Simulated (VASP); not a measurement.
# Au (Cmcm) in VASP: a series of runs

The runs below take Au through relaxation of cell and atoms, single point, with PBEsol, PBE.

All numbers are computed with VASP 6.6.1; they aren't measurements. Logs are shortened: lines on timing, memory, paths and dates and some standing lists are left out, and cuts for length are marked.

### 1 The cell of the first run

Symmetry: Cmcm, No. 63, orthorhombic system. The conventional cell has a = 2.823 Å, b = 5.112 Å, c = 4.893 Å, α = 90.00°, β = 90.00°, γ = 90.00°. Within 3.7 Å of Au (site symmetry m2m) lie 12 Au at 2.82 to 2.97 Å.

### 2 Relaxation of cell and atoms, PBEsol, target pressure 20 GPa, at which the enthalpy is minimised

The input, INCAR:

```
PREC = Accurate
ENCUT = 600
EDIFF = 1E-6
ISMEAR = -1
SIGMA = 0.05
LREAL = False
LASPH = True
NELM = 80
ALGO = Normal
ISIF = 3
LWAVE = False
LCHARG = False
GGA = PS
IBRION = 2
NSW = 60
EDIFFG = -0.01
PSTRESS = 200.0
```

The input, KPOINTS:

```
Automatic mesh
0
Gamma
  11 11 6
```

The input, POSCAR:

```
Au
1.0
    1.4113099650     -2.5559330250      0.0000000000
    1.4113099650      2.5559330250      0.0000000000
    0.0000000000      0.0000000000      4.8931696100
Au
2
Direct
    0.3346720300      0.6653279700      0.2500000000
    0.6653279700      0.3346720300      0.7500000000
```

Potentials or basis: VASP PAW PBE potentials, release 64 (Au).

Started as:

```
$ cat potpaw_PBE.64/Au/POTCAR > POTCAR
$ mpirun -np 1 vasp_std > vasp.out
```

OUTCAR:

```text
PREC = Accurate
   ENCUT = 600
   EDIFF = 1E-6
   ISMEAR = -1
   LREAL = False
   LASPH = True
   NELM = 80
   ISIF = 3
   GGA = PS
   IBRION = 2
   NSW = 60
   EDIFFG = -0.01
   PSTRESS = 200.0

 ion  position               nearest neighbor table
   1  0.335  0.665  0.250-   2 2.95   2 2.95   2 2.95   2 2.95   2 2.97   2 2.97
   2  0.665  0.335  0.750-   1 2.95   1 2.95   1 2.95   1 2.95   1 2.97   1 2.97

  LATTYP: Found a base centered orthorhombic cell.
 ALAT       =     2.8226199300
 B/A-ratio  =     1.8110359088
 C/A-ratio  =     1.7335559627

  Lattice vectors:

 A1 = (   1.4113099650,  -2.5559330250,   0.0000000000)
 A2 = (   1.4113099650,   2.5559330250,   0.0000000000)
 A3 = (   0.0000000000,   0.0000000000,   4.8931696100)

Analysis of symmetry for initial positions (statically):
=====================================================================
 Subroutine PRICEL returns:
 Original cell was already a primitive cell.

 Routine SETGRP: Setting up the symmetry group for a
 base centered orthorhombic supercell.

 Subroutine GETGRP returns: Found  8 space group operations
 (whereof  4 operations were pure point group operations)
 out of a pool of  8 trial point group operations.

The static configuration has the point symmetry C_2h.
 The point group associated with its full space group is D_2h.

Analysis of symmetry for dynamics (positions and initial velocities):
=====================================================================
 Subroutine PRICEL returns:
 Original cell was already a primitive cell.

 Routine SETGRP: Setting up the symmetry group for a
 base centered orthorhombic supercell.

 Subroutine GETGRP returns: Found  8 space group operations
 (whereof  4 operations were pure point group operations)
 out of a pool of  8 trial point group operations.

The dynamic configuration has the point symmetry C_2h.
 The point group associated with its full space group is D_2h.

 Subroutine INISYM returns: Found  8 space group operations
 (whereof  4 operations are pure point group operations),
 and found     1 'primitive' translations

----------------------------------------------------------------------------------------

                                     Primitive cell

  volume of cell :      35.3014

  direct lattice vectors                    reciprocal lattice vectors
     1.411309965 -2.555933025  0.000000000     0.354280783 -0.195623279  0.000000000
     1.411309965  2.555933025  0.000000000     0.354280783  0.195623279  0.000000000
     0.000000000  0.000000000  4.893169610     0.000000000  0.000000000  0.204366511

  length of vectors
     2.919689957  2.919689957  4.893169610     0.404701545  0.404701545  0.204366511

[... 84 lines left out ...]
   IBRION =      2    ionic relax: 0-MD 1-quasi-New 2-CG
   NFREE  =      1    steps in history (QN), initial steepest desc. (CG)
   ISIF   =      3    stress and relaxation
   ISYM   =      2    0-nonsym 1-usesym 2-fastsym
   POTIM  = 0.5000    time-step for ionic-motion
   TEBEG  =    0.0;   TEEND  =   0.0 temperature during run
   PSTRESS=  200.0 pullay stress
   NELECT =      22.0000    total number of electrons
   NUPDOWN=      -1.0000    fix difference up-down
   EMIN   =  10.00;   EMAX   =-10.00  energy-range for DOS
   EFERMI =   0.00;   METHOD = LEGACY
   ISMEAR =    -1;   SIGMA  =   0.05  broadening in eV -4-tet -1-fermi 0-gaus
   EFERMI_NEDOS =   21; number of points for ismear=-14 and -15
   IALGO  =     38    algorithm
   IMIX   =      4    mixing-type and parameters
     AMIX     =   0.40;   BMIX     =  1.00
     AMIX_MAG =   1.60;   BMIX_MAG =  1.00
  volume/ion in A,a.u.               =      17.65       119.11
  Fermi-wavevector in a.u.,A,eV,Ry     =   1.398358  2.642513 26.604898  1.955405
  Thomas-Fermi vector in A             =   2.521524
   LORBIT       =      0    0 simple, 1 ext, 2 COOP (PROOUT), +10 PAW based schemes
   GGA     = PS    functional components
   LHFCALC =     F    Hartree Fock is set to
   AEXX    =    0.0000 exact exchange contribution
   IVDW    =     0    specifies the selected vdW correction
   LEPSILON=     F    determine dielectric tensor
   LRPA    =     F    only Hartree local field effects (RPA)
 conjugate gradient relaxation of ions
 non-spin polarized calculation
  energy-cutoff  :      600.00
  volume of cell :       35.30
 maximum number of plane-waves:      1195
   NGX = 11   NGY = 11   NGZ = 19

--------------------------------------- Ionic step        1  -------------------------------------------

 number of electron      21.9999997 magnetization

 Free energy of the ion-electron system (eV)
  ---------------------------------------------------
  ext. energy  EPLUGINS =         0.00000000
  ---------------------------------------------------
  free energy    TOTEN  =        -7.80583483 eV

  energy without entropy =       -7.79837657  energy(sigma->0) =       -7.80210570

 E-fermi :   8.6342     XC(G=0): -12.6755

 val. band max:        8.6231350578   @ k =  -0.4545   0.1818   0.5000
 cond. band min:       8.6389219718   @ k =   0.1818   0.1818   0.3333
 fundamental gap:      0.0157869140
 Fermi energy:         8.6341836369

 k-point     1 :       0.0000    0.0000    0.0000
  band No.  band energies     occupation
      1      -0.8534      2.00000
      2       1.5600      2.00000
      3       3.9595      2.00000
      4       4.0193      2.00000
      5       4.3519      2.00000
      6       4.5973      2.00000
      7       4.8504      2.00000
      8       5.2238      2.00000
      9       5.3974      2.00000
     10       6.5218      2.00000
     11       6.6011      2.00000
     12       7.5892      2.00000
     13      11.0724      0.00000
     14      23.2169      0.00000
[... 524 lines left out ...]
  energy  without entropy=       -7.7023806013  energy(sigma->0) =       -7.70584908

  enthalpy is  TOTEN    =        -3.7718566140 eV   P V=        3.9374609355

[... ionic steps 4 to 19 ...]

--------------------------------------- Ionic step       20  -------------------------------------------

 number of electron      22.0000000 magnetization

------------------------ aborting loop because EDIFF is reached ----------------------------------------
[... 71 lines left out ...]
--------------------------------------- Ionic step       22  -------------------------------------------

 number of electron      22.0000000 magnetization

 Free energy of the ion-electron system (eV)
  ---------------------------------------------------
  ext. energy  EPLUGINS =         0.00000000
  ---------------------------------------------------
  free energy    TOTEN  =        -7.67722564 eV

  energy without entropy =       -7.67196907  energy(sigma->0) =       -7.67459736

 E-fermi :  10.8490     XC(G=0): -13.4319

 val. band max:       10.7665209636   @ k =  -0.0909   0.0909   0.0000
 cond. band min:      10.8851729816   @ k =  -0.4545   0.2727   0.5000
 fundamental gap:      0.1186520180
 Fermi energy:        10.8490004526

 k-point     1 :       0.0000    0.0000    0.0000
  band No.  band energies     occupation
      1      -0.0525      2.00000
      2       2.6042      2.00000
      3       5.5448      2.00000
      4       5.7905      2.00000
      5       5.7994      2.00000
      6       6.1865      2.00000
      7       6.1888      2.00000
      8       6.8949      2.00000
      9       6.9092      2.00000
     10       8.5849      2.00000
     11       8.5965      2.00000
     12       9.2940      2.00000
     13      14.2005      0.00000
     14      25.2553      0.00000
[... 448 lines left out ...]
  energy  without entropy=       -7.6719690744  energy(sigma->0) =       -7.67459736

  enthalpy is  TOTEN    =        -3.7938682349 eV   P V=        3.8833574056

 reached required accuracy - stopping structural energy minimisation
```

CONTCAR:

```text
Au
   1.00000000000000
     1.3936907451925198   -2.4149506083102081    0.0000000000000000
     1.3936907451925198    2.4149506083102081   -0.0000000000000000
     0.0000000000000000    0.0000000000000001    4.6215034857330908
  Au
     2
Direct
     0.3336628302767808    0.6663371697232189    0.2500000000000000
     0.6663371697232189    0.3336628302767808    0.7500000000000000

  0.00000000E+00  0.00000000E+00  0.00000000E+00
  0.00000000E+00  0.00000000E+00  0.00000000E+00
```

Run time: 15 min. Hardware: 1 thread of Intel Xeon 8259CL, shared host; peak memory 0.24 GiB.

What came out:

```
Free energy                                                : -7.6772 eV
Relaxed volume                                             : 15.55 Å³/atom
Relaxed cell                                               : a = 2.788 Å, b = 2.788 Å, c = 4.622 Å, α = 90.00°, β = 90.00°, γ = 120.02°
Space group after relaxing (to 0.1 Å)                      : P6_3/mmc (No. 194)
Energy change on relaxing (the run minimises the enthalpy) : +64.3 meV/atom
Ionic steps                                                : 22
Pressure after relaxing                                    : 19.9 GPa
Band gap on the k mesh                                     : zero (bands 11 and 12 overlap by 6.79 eV)
```

Forces on the atoms (eV/Å):
```
Au   0.000  0.003  0.000
Au   0.000 -0.003  0.000
```

Step by step:
| step | energy change (eV) | largest force (eV/Å) | pressure (GPa) | volume (Å³) |
| --- | --- | --- | --- | --- |
| 1 | 0.0000 | 0.0201 | -5.40 | 35.30 |
| 2 | 4.8179 | 0.0791 | 213.01 | 22.84 |
| 3 | 0.0965 | 0.0518 | 16.76 | 31.54 |
| 4 | 0.1220 | 0.0528 | 18.71 | 31.31 |
| 5 | 0.1437 | 0.0535 | 20.31 | 31.13 |
| 6 | 0.1370 | 0.0033 | 20.53 | 31.05 |
| 7 | 0.1386 | 0.0132 | 20.62 | 31.03 |
| 8 | 0.1092 | 0.0141 | 18.44 | 31.27 |
| 9 | 0.1285 | 0.0138 | 19.94 | 31.11 |
| 10 | 0.1283 | 0.0135 | 19.89 | 31.11 |
| 11 | 0.1287 | 0.0146 | 19.93 | 31.11 |
| 12 | 0.1291 | 0.0154 | 19.96 | 31.11 |
| 13 | 0.1311 | 0.0145 | 20.10 | 31.09 |
| 14 | 0.1329 | 0.0133 | 20.23 | 31.08 |
| 15 | 0.1328 | 0.0113 | 20.25 | 31.08 |
| 16 | 0.1325 | 0.0116 | 20.21 | 31.08 |
| 17 | 0.1318 | 0.0093 | 20.15 | 31.08 |
| 18 | 0.1304 | 0.0037 | 20.06 | 31.09 |
| 19 | 0.1306 | 0.0041 | 20.06 | 31.09 |
| 20 | 0.1298 | 0.0040 | 20.01 | 31.10 |
| 21 | 0.1280 | 0.0032 | 19.87 | 31.11 |
| 22 | 0.1286 | 0.0028 | 19.92 | 31.11 |

Final structure:
```
CELL_PARAMETERS angstrom
1.39369 -2.41495 0.00000
1.39369 2.41495 0.00000
0.00000 0.00000 4.62150
ATOMIC_POSITIONS crystal
Au 0.33366 0.66634 0.25000
Au 0.66634 0.33366 0.75000
```

Levels at points of the mesh, in eV from the Fermi level:
```csv
k point,band 7,band 8,band 9,band 10,band 11,band 12,band 13,band 14,band 15
"(0.00, 0.00, 0.00)",-4.66,-3.95,-3.94,-2.26,-2.25,-1.56,3.35,14.41,15.93
"(0.00, 0.00, 0.50)",-5.11,-5.11,-2.80,-2.80,-2.80,-2.80,11.54,11.54,14.81
```

Caveat: the cell is relaxed towards a set pressure, so the run minimises the enthalpy, not the energy; the PAW data sets were made with another functional, which shifts forces and pressure a little; spin-orbit coupling is left out, which moves the levels of the heavy elements.

[end of part 1 of 2]

The gap in the log of VASP goes by the Fermi energy; the results here count the filled bands.